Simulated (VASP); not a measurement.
# Pt (Fm-3m) in VASP: further runs

Pt is run at these levels: PBE; tasks: single point, relaxation of cell and atoms.

All numbers are computed with VASP 6.6.1; they aren't measurements. Logs are shortened: lines on timing, memory, paths and dates and some standing lists are left out, and cuts for length are marked.

### Step 1. The cell of the first run

It takes space group Fm-3m (No. 225, cubic). The conventional cell has a = 3.916 Å, b = 3.916 Å, c = 3.916 Å, α = 90.00°, β = 90.00°, γ = 90.00°. Pt (site symmetry m-3m) has 12 Pt at 2.77 Å within 3.6 Å.

### Step 2. Single point, PBE

Input file INCAR:

```
ALGO = Normal
EDIFF = 1E-6
ENCUT = 500
GGA = PE
GGA_COMPAT = False
ISIF = 2
ISMEAR = 0
LASPH = True
LCHARG = False
LREAL = False
LWAVE = False
NBANDS = 11
NELM = 120
PREC = Accurate
SIGMA = 0.1
```

Input file KPOINTS:

```
k-points
0
Gamma
  8 8 8
```

Input file POSCAR:

```
Pt
1.0
    0.0000000000     -1.9579000000     -1.9579000000
    1.9579000000      0.0000000000     -1.9579000000
    1.9579000000     -1.9579000000      0.0000000000
Pt
1
Direct
    0.0000000000      0.0000000000      0.0000000000
```

Potentials or basis: VASP PAW PBE potentials, release 64 (Pt).

The run is started by

```sh
cat potpaw_PBE.64/Pt/POTCAR > POTCAR
mpirun -np 1 vasp_std > vasp.out
```

OUTCAR:

```text
EDIFF = 1E-6
   ENCUT = 500
   GGA = PE
   ISIF = 2
   ISMEAR = 0
   LASPH = True
   LREAL = False
   NELM = 120
   PREC = Accurate

 ion  position               nearest neighbor table
   1  0.000  0.000  0.000-

  LATTYP: Found a face centered cubic cell.
 ALAT       =     3.9158000000

  Lattice vectors:

 A1 = (   0.0000000000,  -1.9579000000,  -1.9579000000)
 A2 = (   1.9579000000,   0.0000000000,  -1.9579000000)
 A3 = (   1.9579000000,  -1.9579000000,   0.0000000000)

Analysis of symmetry for initial positions (statically):
[... 33 lines left out ...]
                                     Primitive cell

  volume of cell :      15.0107

  direct lattice vectors                    reciprocal lattice vectors
     0.000000000 -1.957900000 -1.957900000    -0.255375658 -0.255375658 -0.255375658
     1.957900000  0.000000000 -1.957900000     0.255375658  0.255375658 -0.255375658
     1.957900000 -1.957900000  0.000000000     0.255375658 -0.255375658  0.255375658

  length of vectors
     2.768888734  2.768888734  2.768888734     0.442323614  0.442323614  0.442323614

  position of ions in fractional coordinates (direct lattice)
     0.000000000  0.000000000  0.000000000

  ion indices of the primitive-cell ions
   primitive index   ion index
                 1           1

----------------------------------------------------------------------------------------

 KPOINTS: k-points

Automatic generation of k-mesh.
 Grid dimensions read from file:
 generate k-points for:    8    8    8

 Generating k-lattice:

  Cartesian coordinates                     Fractional coordinates (reciprocal lattice)
    -0.031921957 -0.031921957 -0.031921957     0.125000000  0.000000000  0.000000000
     0.031921957  0.031921957 -0.031921957     0.000000000  0.125000000  0.000000000
     0.031921957 -0.031921957  0.031921957     0.000000000  0.000000000  0.125000000

  Length of vectors
     0.055290452  0.055290452  0.055290452

  Shift w.r.t. Gamma in fractional coordinates (k-lattice)
     0.000000000  0.000000000  0.000000000

 Subroutine IBZKPT returns following result:
 ===========================================

 Found     29 irreducible k-points:

 Following reciprocal coordinates:
[... 37 lines left out ...]
   ICHARG =      2    charge: 1-file 2-atom 10-const
   ISPIN  =      1    spin polarized calculation?
   LNONCOLLINEAR =      F non collinear calculations
   LSORBIT =      F    spin-orbit coupling
   LASPH  =      T    aspherical Exc in radial PAW
   ENCUT  =  500.0 eV  36.75 Ry    6.06 a.u.   5.05  5.05  5.05*2*pi/ulx,y,z
   NELM   =    120;   NELMIN=  2; NELMDL= -5     # of ELM steps
   EDIFF  = 0.1E-05   stopping-criterion for ELM
   LREAL  =      F    real-space projection
   EDIFFG = 0.1E-04   stopping-criterion for IOM
   NSW    =      0    number of steps for IOM
   IBRION =     -1    ionic relax: 0-MD 1-quasi-New 2-CG
   NFREE  =      0    steps in history (QN), initial steepest desc. (CG)
   ISIF   =      2    stress and relaxation
   ISYM   =      2    0-nonsym 1-usesym 2-fastsym
   POTIM  = 0.5000    time-step for ionic-motion
   TEBEG  =    0.0;   TEEND  =   0.0 temperature during run
   PSTRESS=    0.0 pullay stress
   NELECT =      10.0000    total number of electrons
   NUPDOWN=      -1.0000    fix difference up-down
   EMIN   =  10.00;   EMAX   =-10.00  energy-range for DOS
   EFERMI =   0.00;   METHOD = LEGACY
   ISMEAR =     0;   SIGMA  =   0.10  broadening in eV -4-tet -1-fermi 0-gaus
   EFERMI_NEDOS =   21; number of points for ismear=-14 and -15
   IALGO  =     38    algorithm
   IMIX   =      4    mixing-type and parameters
     AMIX     =   0.40;   BMIX     =  1.00
     AMIX_MAG =   1.60;   BMIX_MAG =  1.00
  volume/ion in A,a.u.               =      15.01       101.30
  Fermi-wavevector in a.u.,A,eV,Ry     =   1.429797  2.701924 27.814648  2.044319
  Thomas-Fermi vector in A             =   2.549712
   LORBIT       =      0    0 simple, 1 ext, 2 COOP (PROOUT), +10 PAW based schemes
   GGA     = PE    functional components
   LHFCALC =     F    Hartree Fock is set to
   AEXX    =    0.0000 exact exchange contribution
   IVDW    =     0    specifies the selected vdW correction
   LEPSILON=     F    determine dielectric tensor
   LRPA    =     F    only Hartree local field effects (RPA)
 non-spin polarized calculation
 Gauss-broadening in eV      SIGMA  =   0.10
  energy-cutoff  :      500.00
  volume of cell :       15.01
 maximum number of plane-waves:       392
   NGX =  9   NGY =  9   NGZ =  9

 number of electron      10.0000001 magnetization

 Free energy of the ion-electron system (eV)
  ---------------------------------------------------
  ext. energy  EPLUGINS =         0.00000000
  ---------------------------------------------------
  free energy    TOTEN  =        -6.06885739 eV

  energy without entropy =       -6.06002777  energy(sigma->0) =       -6.06444258

 E-fermi :  11.2872     XC(G=0): -13.5259

 val. band max:       11.1459364834   @ k =  -0.3750   0.3750   0.0000
 cond. band min:      11.2894633962   @ k =  -0.2500   0.1250   0.0000
 fundamental gap:      0.1435269128
 Fermi energy:        11.2871889057

 k-point     1 :       0.0000    0.0000    0.0000
  band No.  band energies     occupation
      1       1.0862      2.00000
      2       7.5103      2.00000
      3       7.5103      2.00000
      4       7.5103      2.00000
      5       9.6764      2.00000
      6       9.6764      2.00000
      7      25.9866      0.00000
      8      30.9771      0.00000
      9      30.9771      0.00000
     10      30.9771      0.00000
     11      36.3474      0.00000
[... 309 lines left out ...]
 k-point    24 :      -0.3750    0.2500    0.1250
  band No.  band energies     occupation
      1       5.2506      2.00000
      2       6.4769      2.00000
      3       7.8590      2.00000
      4       8.6159      2.00000
      5      11.1271      1.97638
      6      15.7804      0.00000
      7      16.8872      0.00000
      8      26.1224      0.00000
      9      26.4634      0.00000
     10      30.5486      0.00000
     11      37.5975      0.00000

 [... further k-points ...]
[... 5 lines left out ...]
  --------------------------------------------------------------------------------------
  -------------------------------------------------------------------------------------
  Total        0.9623209      0.9623209      0.9623209     -0.0000000      0.0000000      0.0000000
  in kB      102.7138434    102.7138434    102.7138434     -0.0000000      0.0000000      0.0000000
  external PRESSURE =     102.7138434 kB  Pullay stress =       0.0000000 kB

 VOLUME and BASIS-vectors are now :
 -----------------------------------------------------------------------------
  energy-cutoff  :      500.00
  volume of cell :       15.01
      direct lattice vectors                 reciprocal lattice vectors
     0.000000000 -1.957900000 -1.957900000    -0.255375658 -0.255375658 -0.255375658
     1.957900000  0.000000000 -1.957900000     0.255375658  0.255375658 -0.255375658
     1.957900000 -1.957900000  0.000000000     0.255375658 -0.255375658  0.255375658

 POSITION                                       TOTAL-FORCE (eV/Angst)
 -----------------------------------------------------------------------------------
      0.00000      0.00000      0.00000         0.000000      0.000000      0.000000
 -----------------------------------------------------------------------------------
    total drift:                                0.000000     -0.000000     -0.000000

  FREE ENERGIE OF THE ION-ELECTRON SYSTEM (eV)
  ---------------------------------------------------
  free  energy   TOTEN  =        -6.0688573912 eV

  energy  without entropy=       -6.0600277713  energy(sigma->0) =       -6.06444258
```

Run time: 8.6 s. Hardware: 1 thread of Intel Xeon 8259CL, shared host; peak memory 0.13 GiB.

Results:

| Property | Result |
| --- | --- |
| Free energy | -6.0689 eV |
| Pressure | 10.3 GPa |
| Band gap on the k mesh | zero (band 5 reaches 11.82 eV, above the bottom of band 6 at 9.57 eV) |

Caveat: spin-orbit coupling is left out, which moves the levels of the heavy elements.

### Step 3. Single point, PBE

This run uses another cell than the first one, of 15.61 Å³/atom, 1.040 times its volume.

Input file INCAR:

```
ALGO = Normal
EDIFF = 1E-6
ENCUT = 500
GGA = PE
GGA_COMPAT = F
ISIF = 2
ISMEAR = 0
LASPH = T
LCHARG = F
LREAL = F
LWAVE = F
NBANDS = 11
NELM = 120
PREC = Accurate
SIGMA = 0.1
```

KPOINTS is that of step 2.

Input file POSCAR:

```
Pt
1.0
    0.0000000000     -1.9837499384     -1.9837499384
    1.9837499384      0.0000000000     -1.9837499384
    1.9837499384     -1.9837499384      0.0000000000
Pt
1
Direct
    0.0000000000      0.0000000000      0.0000000000
```

Potentials or basis: VASP PAW PBE potentials, release 64 (Pt).

The run is started by

```sh
cat potpaw_PBE.64/Pt/POTCAR > POTCAR
mpirun -np 1 vasp_std > vasp.out
```

OUTCAR:

```text
EDIFF = 1E-6
   ENCUT = 500
   GGA = PE
   ISIF = 2
   ISMEAR = 0
   LASPH = T
   LREAL = F
   NELM = 120
   PREC = Accurate

 ion  position               nearest neighbor table
   1  0.000  0.000  0.000-

  LATTYP: Found a face centered cubic cell.
 ALAT       =     3.9674998768

  Lattice vectors:

 A1 = (   0.0000000000,  -1.9837499384,  -1.9837499384)
 A2 = (   1.9837499384,   0.0000000000,  -1.9837499384)
 A3 = (   1.9837499384,  -1.9837499384,   0.0000000000)

Analysis of symmetry for initial positions (statically):
=====================================================================
 Subroutine PRICEL returns:
 Original cell was already a primitive cell.

 Routine SETGRP: Setting up the symmetry group for a
 face centered cubic supercell.

 Subroutine GETGRP returns: Found 48 space group operations
 (whereof 48 operations were pure point group operations)
 out of a pool of 48 trial point group operations.

The static configuration has the point symmetry O_h .

Analysis of symmetry for dynamics (positions and initial velocities):
=====================================================================
 Subroutine PRICEL returns:
 Original cell was already a primitive cell.

 Routine SETGRP: Setting up the symmetry group for a
 face centered cubic supercell.

 Subroutine GETGRP returns: Found 48 space group operations
 (whereof 48 operations were pure point group operations)
 out of a pool of 48 trial point group operations.

The dynamic configuration has the point symmetry O_h .

 Subroutine INISYM returns: Found 48 space group operations
 (whereof 48 operations are pure point group operations),
 and found     1 'primitive' translations

----------------------------------------------------------------------------------------

                                     Primitive cell

  volume of cell :      15.6132

  direct lattice vectors                    reciprocal lattice vectors
[... 111 lines left out ...]
   LHFCALC =     F    Hartree Fock is set to
   AEXX    =    0.0000 exact exchange contribution
   IVDW    =     0    specifies the selected vdW correction
   LEPSILON=     F    determine dielectric tensor
   LRPA    =     F    only Hartree local field effects (RPA)
 non-spin polarized calculation
 Gauss-broadening in eV      SIGMA  =   0.10
  energy-cutoff  :      500.00
  volume of cell :       15.61
 maximum number of plane-waves:       415
   NGX = 11   NGY = 11   NGZ = 11

 number of electron      10.0000002 magnetization

 Free energy of the ion-electron system (eV)
  ---------------------------------------------------
  ext. energy  EPLUGINS =         0.00000000
  ---------------------------------------------------
  free energy    TOTEN  =        -6.08654285 eV

  energy without entropy =       -6.07701083  energy(sigma->0) =       -6.08177684

 E-fermi :  10.5366     XC(G=0): -13.2905

 val. band max:       10.4058278045   @ k =  -0.3750   0.3750   0.0000
 cond. band min:      10.5447005116   @ k =  -0.2500   0.1250   0.0000
 fundamental gap:      0.1388727071
 Fermi energy:        10.5365743468

 k-point     1 :       0.0000    0.0000    0.0000
  band No.  band energies     occupation
      1       0.7783      2.00000
      2       6.9992      2.00000
      3       6.9992      2.00000
      4       6.9992      2.00000
      5       9.0278      2.00000
      6       9.0278      2.00000
      7      25.3458      0.00000
      8      30.1135      0.00000
      9      30.1135      0.00000
     10      30.1135      0.00000
     11      35.3412      0.00000
[... 309 lines left out ...]
 k-point    24 :      -0.3750    0.2500    0.1250
  band No.  band energies     occupation
      1       4.8535      2.00000
      2       6.0419      2.00000
      3       7.3372      2.00000
      4       8.0456      2.00000
      5      10.3889      1.96328
      6      14.9307      0.00000
      7      15.8979      0.00000
      8      24.9990      0.00000
      9      25.4907      0.00000
     10      29.5772      0.00000
     11      36.4185      0.00000

 [... further k-points ...]

------------------------ aborting loop because EDIFF is reached ----------------------------------------

  FORCE on cell =-STRESS in cart. coord.  units (eV):
  Direction    XX          YY          ZZ          XY          YZ          ZX
  --------------------------------------------------------------------------------------
  -------------------------------------------------------------------------------------
  Total       -0.0641758     -0.0641758     -0.0641758     -0.0000000      0.0000000     -0.0000000
  in kB       -6.5855327     -6.5855327     -6.5855327     -0.0000000      0.0000000     -0.0000000
  external PRESSURE =      -6.5855327 kB  Pullay stress =       0.0000000 kB

 VOLUME and BASIS-vectors are now :
 -----------------------------------------------------------------------------
  energy-cutoff  :      500.00
  volume of cell :       15.61
      direct lattice vectors                 reciprocal lattice vectors
     0.000000000 -1.983749938 -1.983749938    -0.252047897 -0.252047897 -0.252047897
     1.983749938  0.000000000 -1.983749938     0.252047897  0.252047897 -0.252047897
     1.983749938 -1.983749938  0.000000000     0.252047897 -0.252047897  0.252047897

 POSITION                                       TOTAL-FORCE (eV/Angst)
 -----------------------------------------------------------------------------------
      0.00000      0.00000      0.00000        -0.000000      0.000000      0.000000
 -----------------------------------------------------------------------------------
    total drift:                                0.000000     -0.000000      0.000000

  FREE ENERGIE OF THE ION-ELECTRON SYSTEM (eV)
  ---------------------------------------------------
  free  energy   TOTEN  =        -6.0865428451 eV

  energy  without entropy=       -6.0770108305  energy(sigma->0) =       -6.08177684
```

OSZICAR:

```text
N       E                     dE             d eps       ncg     rms          rms(c)
DAV:   1     0.376668906960E+02    0.37667E+02   -0.50916E+03   654   0.810E+02
DAV:   2    -0.596299231933E+01   -0.43630E+02   -0.41930E+02   753   0.172E+02
DAV:   3    -0.648627421982E+01   -0.52328E+00   -0.51925E+00   731   0.180E+01
DAV:   4    -0.648825827812E+01   -0.19841E-02   -0.19840E-02   719   0.130E+00
DAV:   5    -0.648827484457E+01   -0.16566E-04   -0.16567E-04   758   0.111E-01    0.116E+01
DAV:   6    -0.612923777635E+01    0.35904E+00   -0.82633E-01   671   0.727E+00    0.609E+00
DAV:   7    -0.608991561413E+01    0.39322E-01   -0.14686E-01   725   0.300E+00    0.242E+00
DAV:   8    -0.608678448312E+01    0.31311E-02   -0.51240E-03   668   0.610E-01    0.621E-01
DAV:   9    -0.608654140306E+01    0.24308E-03   -0.12813E-04   710   0.998E-02    0.634E-02
DAV:  10    -0.608654303335E+01   -0.16303E-05   -0.41590E-06   784   0.163E-02    0.686E-03
DAV:  11    -0.608654284514E+01    0.18822E-06   -0.35047E-08   397   0.180E-03
   1 F= -.60865428E+01 E0= -.60817768E+01  d E =-.953201E-02
```

stdout:

```text
POSCAR found type information on POSCAR Pt
 POSCAR found :  1 types and       1 ions
 scaLAPACK will be used
 LDA part: xc-table for (Slater+PW92), standard interpolation
 POSCAR, INCAR and KPOINTS ok, starting setup
 FFT: planning ... GRIDC
 FFT: planning ... GRID_SOFT
 FFT: planning ... GRID
 WAVECAR not read
 entering main loop
```

Run time: 8 s. Hardware: 1 thread of Intel Xeon 8259CL, shared host; peak memory 0.12 GiB.

What came out:

| Item | Value |
| --- | --- |
| Free energy | -6.0865 eV |
| Pressure | -0.7 GPa |
| Band gap on the k mesh | zero (band 5 reaches 11.03 eV, above the bottom of band 6 at 8.94 eV) |

Caveat: spin-orbit coupling is left out, which moves the levels of the heavy elements.

### Step 4. Relaxation of cell and atoms, PBE

Input file INCAR:

```
SYSTEM = Pt
PREC = Accurate
ENCUT = 500
EDIFF = 1E-7
ISMEAR = 0
SIGMA = 0.1
LREAL = .FALSE.
LASPH = .TRUE.
NELM = 120
ALGO = Normal
ISIF = 3
LWAVE = .FALSE.
LCHARG = .FALSE.
GGA = PE
IBRION = 2
NSW = 100
EDIFFG = -0.05
GGA_COMPAT = .FALSE.
NELMIN = 4
```

Input file KPOINTS:

```
regular mesh
0
G
  8 8 8
  0 0 0
```

Input file POSCAR:

```
Pt
1.0
    0.0000000000     -1.9579000000     -1.9579000000
    1.9579000000      0.0000000000     -1.9579000000
    1.9579000000     -1.9579000000      0.0000000000
Pt
1
Direct
    0.0000000000      0.0000000000      0.0000000000
```

The run is started by

```sh
cat potpaw_PBE.64/Pt/POTCAR > POTCAR
mpirun -np 1 vasp_std > vasp.out
```

It took 20 s on 1 thread of Intel Xeon 8259CL, shared host; peak memory 0.13 GiB.

It converged, with:

- Free energy: -6.0861 eV
- Relaxed volume: 15.59 Å³/atom
- Relaxed cell: a = 2.804 Å, b = 2.804 Å, c = 2.804 Å, α = 60.00°, β = 60.00°, γ = 60.00°
- Space group after relaxing (to 0.05 Å): Fm-3m (No. 225)
- Energy gained by relaxing: 17.2 meV/atom
- Ionic steps: 3
- Pressure after relaxing: -0.3 GPa
- Band gap on the k mesh: zero (band 5 reaches 11.05 eV, above the bottom of band 6 at 8.95 eV)

Step by step:
```tsv
step	energy change (eV)	largest force (eV/Å)	pressure (GPa)	volume (Å³)
1	0.0000	0.0000	10.27	15.01
2	0.0885	0.0000	-18.45	17.20
3	-0.0172	0.0000	-0.33	15.59
```

Final structure:
```
Pt
1.0
     0.00000   -1.98296   -1.98296
     1.98296    0.00000   -1.98296
     1.98296   -1.98296    0.00000
Pt
1
Direct
  0.00000 0.00000 0.00000
```

Levels at points of the mesh, in eV from the Fermi level:
```tsv
k point	band 2	band 3	band 4	band 5	band 6	band 7	band 8	band 9
(0.00, 0.00, 0.00)	-3.54	-3.54	-3.54	-1.51	-1.51	14.81	19.58	19.58
(0.50, 0.00, 0.00)	-3.60	-3.60	-0.26	0.07	0.07	5.64	14.36	18.82
(0.50, 0.50, 0.00)	-6.23	0.03	0.49	0.49	1.92	8.57	11.36	11.36
```

Caveat: spin-orbit coupling is left out, which moves the levels of the heavy elements. PBE usually gives volumes a little too large and moduli too small.

### Step 5. Overview

| task | cell | gap on the mesh (eV) | pressure (GPa) |
| --- | --- | --- | --- |
| single point | a = 2.769 Å, angles 60.0°, 1 atom | none | 10.3 |
| single point | a = 2.805 Å, angles 60.0°, 1 atom | none | -0.7 |
| relaxation of cell and atoms | relaxed from a = 2.769 Å, angles 60.0°, 1 atom | none | -0.3 |

Alike in all rows: level PBE; potentials or basis VASP PAW PBE potentials, release 64 (Pt); no spin polarisation; k mesh 8 × 8 × 8; cutoff (eV) 500; smearing gaussian 0.1 eV.

Caveats: spin-orbit coupling is left out, which moves the levels of the heavy elements.

Absolute energies hang on the potentials; compare differences alone.
